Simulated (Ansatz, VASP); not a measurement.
**ZnS: VASP beside Ansatz**

```
Zn S
1.0
     0.00000    2.55173    2.55173
     2.55173    0.00000    2.55173
     2.55173    2.55173    0.00000
Zn S
1 1
Direct
  0.00000 0.00000 0.00000
  0.50000 0.50000 0.50000
```

Change from the starting cell: volume scaled by 1, to set the pressure.

Alike in both runs: task single point; functional PBE; k mesh 14 × 14 × 14; occupations fermi-dirac, width 0.05 eV; no spin polarisation.

```csv
,VASP,Ansatz
version,VASP 6.6.1,Ansatz 0.2.0
potentials or method,"VASP PAW PBE potentials, release 64 (Zn, S)","PAW with Ansatz's default frozen-core files, scalar-relativistic"
plane-wave cutoff (eV),500,420
valence electrons in the cell,18,18
```

Ansatz gave:

```
pressure (GPa) : 0.0
```

Q: What did VASP give for the same quantities?

A: Pressure (GPa): 0.1.

The functional is the same, so the differences come from potentials, cutoffs and numerics.
